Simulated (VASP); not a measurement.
# VBiO4 (I4_1/amd) in VASP: single point with PBEsol

Aim: the single point of VBiO4 with PBEsol.

Everything below comes from runs of VASP 6.6.1. Logs are shortened: lines on timing, memory, paths and dates and some standing lists are left out, and cuts for length are marked.

## Step 1: The cell of the first run

The structure is tetragonal, space group I4_1/amd (No. 141). Conventional cell: a = 7.303 Å, b = 7.303 Å, c = 6.584 Å, α = 90.00°, β = 90.00°, γ = 90.00°. Within 3.3 Å of Bi (site symmetry -4m2) lie 8 O at 2.41 to 2.55 Å and 2 V at 3.29 Å. V (site symmetry -4m2) has 4 O at 1.70 Å within 2.3 Å. Within 2.3 Å of O (site symmetry m) lie 1 V at 1.70 Å.

## Step 2: Single point, PBEsol, collinear spin, ferrimagnetic start

File INCAR:

```
SYSTEM = VBiO4
PREC     = Accurate       ! precision mode
ENCUT    = 600            ! plane-wave cutoff, eV
EDIFF    = 1E-6           ! SCF threshold, eV
ISMEAR   = -1             ! smearing method
SIGMA    = 0.05           ! smearing width, eV
LREAL    = .FALSE.        ! projectors in reciprocal space
LASPH    = .TRUE.         ! aspherical terms in the spheres
NELM     = 200            ! most SCF steps
ALGO     = Normal         ! electronic algorithm
ISIF     = 2              ! what is computed and relaxed
LWAVE    = .FALSE.        ! write WAVECAR
LCHARG   = .FALSE.        ! write CHGCAR
ISPIN    = 2              ! spin polarisation
MAGMOM   = 0 0 2 -1 0 0 0 0 0 0 0 0 ! initial moments
LORBIT   = 11             ! projections on sites
LMAXMIX  = 4              ! l up to which the mixer works
GGA      = PS             ! functional
NBANDS   = 68             ! bands
GGA_COMPAT= .FALSE.      
KPAR     = 4
```

File KPOINTS:

```
regular mesh
0
G
  6 6 6
  0 0 0
```

File POSCAR:

```
VBiO4
1.0
   -3.6515000000      3.6515000000      3.2920000000
    3.6515000000     -3.6515000000      3.2920000000
    3.6515000000      3.6515000000     -3.2920000000
Bi V O
2 2 8
Direct
    0.0000000000      0.0000000000      0.0000000000
    0.7500000000      0.2500000000      0.5000000000
    0.2500000000      0.7500000000      0.5000000000
    0.5000000000      0.5000000000      0.0000000000
    0.6670000000      0.4890000000      0.8220000000
    0.2390000000      0.9170000000      0.3220000000
    0.6670000000      0.8450000000      0.1780000000
    0.5950000000      0.9170000000      0.6780000000
    0.0830000000      0.4050000000      0.3220000000
    0.5110000000      0.3330000000      0.1780000000
    0.0830000000      0.7610000000      0.6780000000
    0.1550000000      0.3330000000      0.8220000000
```

Potentials or basis: VASP PAW PBE potentials, release 64 (Bi_d, V_sv, O).

The run is started by

```sh
$ cat potpaw_PBE.64/Bi_d/POTCAR potpaw_PBE.64/V_sv/POTCAR potpaw_PBE.64/O/POTCAR > POTCAR
$ mpirun -np 4 vasp_std > vasp.out
```

OUTCAR:

```text
SYSTEM = VBiO4
   PREC = Accurate
   ENCUT = 600
   EDIFF = 1E-6
   ISMEAR = -1
   LREAL = .FALSE.
   LASPH = .TRUE.
   NELM = 200
   ISIF = 2
   ISPIN = 2
   LORBIT = 11
   GGA = PS

 ion  position               nearest neighbor table
   1  0.000  0.000  0.000-   6 2.41  11 2.41   9 2.41   8 2.41   7 2.55  12 2.55  10 2.55   5 2.55
                             4 3.29   4 3.29
   2  0.750  0.250  0.500-   5 2.41  10 2.41   7 2.41  12 2.41   8 2.55   9 2.55  11 2.55   6 2.55
                             3 3.29   3 3.29
   3  0.250  0.750  0.500-   8 1.70   9 1.70   6 1.70  11 1.70   2 3.29   2 3.29
   4  0.500  0.500  0.000-   7 1.70  12 1.70  10 1.70   5 1.70   1 3.29   1 3.29
   5  0.667  0.489  0.822-   4 1.70   2 2.41   1 2.55
   6  0.239  0.917  0.322-   3 1.70   1 2.41   2 2.55
   7  0.667  0.845  0.178-   4 1.70   2 2.41   1 2.55
   8  0.595  0.917  0.678-   3 1.70   1 2.41   2 2.55
   9  0.083  0.405  0.322-   3 1.70   1 2.41   2 2.55
  10  0.511  0.333  0.178-   4 1.70   2 2.41   1 2.55
  11  0.083  0.761  0.678-   3 1.70   1 2.41   2 2.55
  12  0.155  0.333  0.822-   4 1.70   2 2.41   1 2.55

  LATTYP: Found a body centered tetragonal cell.
 ALAT       =     7.3030000000
 C/A-ratio  =     0.9015473093

  Lattice vectors:

 A1 = (  -3.6515000000,   3.6515000000,   3.2920000000)
 A2 = (   3.6515000000,  -3.6515000000,   3.2920000000)
 A3 = (   3.6515000000,   3.6515000000,  -3.2920000000)

Analysis of symmetry for initial positions (statically):
=====================================================================
 Subroutine PRICEL returns:
 Original cell was already a primitive cell.

 Routine SETGRP: Setting up the symmetry group for a
 body centered tetragonal supercell.

 Subroutine GETGRP returns: Found 16 space group operations
 (whereof  8 operations were pure point group operations)
 out of a pool of 16 trial point group operations.

The static configuration has the point symmetry D_2d.
 The point group associated with its full space group is D_4h.

Analysis of symmetry for dynamics (positions and initial velocities):
=====================================================================
 Subroutine PRICEL returns:
 Original cell was already a primitive cell.

 Routine SETGRP: Setting up the symmetry group for a
 body centered tetragonal supercell.

 Subroutine GETGRP returns: Found 16 space group operations
 (whereof  8 operations were pure point group operations)
 out of a pool of 16 trial point group operations.

The dynamic configuration has the point symmetry D_2d.
 The point group associated with its full space group is D_4h.

Analysis of structural, dynamic, and magnetic symmetry:
[... 194 lines left out ...]
      3     -34.9387      1.00000
      4     -34.9386      1.00000
      5     -34.7627      1.00000
      6     -34.7627      1.00000
[... 1597 lines left out ...]
     63       7.7763      0.00000
     64       9.5227      0.00000

 [... further k-points ...]

 spin component 2

 k-point     1 :       0.0000    0.0000    0.0000
  band No.  band energies     occupation
      1     -60.7126      1.00000
      2     -60.7122      1.00000
      3     -34.9387      1.00000
      4     -34.9386      1.00000
      5     -34.7627      1.00000
      6     -34.7627      1.00000
[... 1597 lines left out ...]
     63       7.7763      0.00000
     64       9.5227      0.00000

 [... further k-points ...]

 [bands above 64 left out]

------------------------ aborting loop because EDIFF is reached ----------------------------------------

  FORCE on cell =-STRESS in cart. coord.  units (eV):
  Direction    XX          YY          ZZ          XY          YZ          ZX
  --------------------------------------------------------------------------------------
  -------------------------------------------------------------------------------------
  Total        0.1162413      0.1162413     -4.4356909      0.0000000      0.0000000      0.0000000
  in kB        1.0607393      1.0607393    -40.4771038      0.0000000      0.0000000      0.0000000
  external PRESSURE =     -12.7852084 kB  Pullay stress =       0.0000000 kB

 VOLUME and BASIS-vectors are now :
 -----------------------------------------------------------------------------
  energy-cutoff  :      600.00
  volume of cell :      175.57
      direct lattice vectors                 reciprocal lattice vectors
    -3.651500000  3.651500000  3.292000000     0.000000000  0.136930029  0.151883354
     3.651500000 -3.651500000  3.292000000     0.136930029  0.000000000  0.151883354
     3.651500000  3.651500000 -3.292000000     0.136930029  0.136930029  0.000000000

 POSITION                                       TOTAL-FORCE (eV/Angst)
 -----------------------------------------------------------------------------------
      0.00000      0.00000      0.00000         0.000000     -0.000000     -0.000000
      0.00000      3.65150      1.64600         0.000000     -0.000000     -0.000000
      3.65150      0.00000      1.64600         0.000000     -0.000000     -0.000000
      0.00000      0.00000      3.29200         0.000000     -0.000000     -0.000000
      2.35157      3.65150      1.09953        -0.832778     -0.000000      0.550701
      3.65150     -1.29993      2.74553         0.000000     -0.832806      0.550722
      1.29993      0.00000      4.39153         0.832778     -0.000000      0.550701
      3.65150      1.29993      2.74553        -0.000000      0.832806      0.550722
      2.35157      0.00000      0.54647        -0.832806      0.000000     -0.550722
     -0.00000      1.29993      2.19247        -0.000000      0.832778     -0.550701
      4.95143     -0.00000      0.54647         0.832806     -0.000000     -0.550722
      3.65150      2.35157     -1.09953        -0.000000     -0.832778     -0.550701
 -----------------------------------------------------------------------------------
    total drift:                               -0.000000      0.000000     -0.000000

  FREE ENERGIE OF THE ION-ELECTRON SYSTEM (eV)
  ---------------------------------------------------
  free  energy   TOTEN  =       -93.4152020527 eV

  energy  without entropy=      -93.4152020527  energy(sigma->0) =      -93.41520205

 total charge

# of ion       s       p       d       tot
------------------------------------------
    1        1.676   0.685  10.014  12.374
    2        1.676   0.685  10.014  12.374
    3        2.421   6.472   3.345  12.238
    4        2.421   6.472   3.345  12.238
    5        1.575   3.416   0.000   4.991
    6        1.575   3.416   0.000   4.991
    7        1.575   3.416   0.000   4.991
    8        1.575   3.416   0.000   4.991
    9        1.575   3.416   0.000   4.991
   10        1.575   3.416   0.000   4.991
   11        1.575   3.416   0.000   4.991
   12        1.575   3.416   0.000   4.991
--------------------------------------------------
tot         20.793  41.640  26.718  89.150

 magnetization (x)

# of ion       s       p       d       tot
------------------------------------------
    1        0.000   0.000  -0.000   0.000
    2       -0.000  -0.000  -0.000  -0.000
    3        0.000  -0.000  -0.000  -0.000
    4       -0.000  -0.000   0.000   0.000
    5       -0.000  -0.000   0.000  -0.000
    6        0.000   0.000   0.000   0.000
    7       -0.000  -0.000   0.000  -0.000
    8        0.000   0.000   0.000   0.000
    9        0.000   0.000   0.000   0.000
   10       -0.000  -0.000   0.000  -0.000
   11        0.000   0.000   0.000   0.000
   12       -0.000  -0.000   0.000  -0.000
--------------------------------------------------
tot          0.000  -0.000  -0.000  -0.000
```

It took 3.8 min on 4 MPI ranks of Intel Xeon 6975P-C (Granite Rapids), shared host; peak memory 0.87 GiB.

Results:

* Free energy: -93.4152 eV
* Pressure: -1.3 GPa
* Largest force: 0.998 eV/Å
* Band gap on the k mesh: 2.77 eV
* Net moment: 0.00 μB per cell
* Valence electrons inside the program's atomic spheres: Bi 12.37; V 12.24; O 4.99

Forces in eV/Å, atoms in the order of the input:
```
Bi   0.000  0.000  0.000
Bi   0.000  0.000  0.000
V    0.000  0.000  0.000
V    0.000  0.000  0.000
O   -0.833  0.000  0.551
O    0.000 -0.833  0.551
O    0.833  0.000  0.551
O    0.000  0.833  0.551
O   -0.833  0.000 -0.551
O    0.000  0.833 -0.551
O    0.833  0.000 -0.551
O    0.000 -0.833 -0.551
```

Levels at points of the mesh, in eV from the valence-band top:
Spin up:
```tsv
k point	band 50	band 51	band 52	band 53	band 54	band 55
(0.00, 0.00, 0.00)	-0.44	-0.44	-0.22	3.35	3.79	3.92
(0.50, 0.00, 0.00)	-0.56	-0.35	-0.07	2.84	3.34	3.56
(0.50, 0.50, 0.00)	-0.52	-0.36	-0.36	3.48	3.48	3.85
(0.50, 0.50, 0.50)	-0.66	-0.64	-0.64	3.62	3.62	3.64
```
Spin down:
| k point | band 50 | band 51 | band 52 | band 53 | band 54 | band 55 |
| --- | --- | --- | --- | --- | --- | --- |
| (0.00, 0.00, 0.00) | -0.44 | -0.44 | -0.22 | 3.35 | 3.79 | 3.92 |
| (0.50, 0.00, 0.00) | -0.56 | -0.35 | -0.07 | 2.84 | 3.34 | 3.56 |
| (0.50, 0.50, 0.00) | -0.52 | -0.36 | -0.36 | 3.48 | 3.48 | 3.85 |
| (0.50, 0.50, 0.50) | -0.66 | -0.64 | -0.64 | 3.62 | 3.62 | 3.64 |

Caveat: the PAW data sets were made with another functional, which shifts forces and pressure a little; spin-orbit coupling is left out, which moves the levels of the heavy elements. A k mesh can miss the band edges.
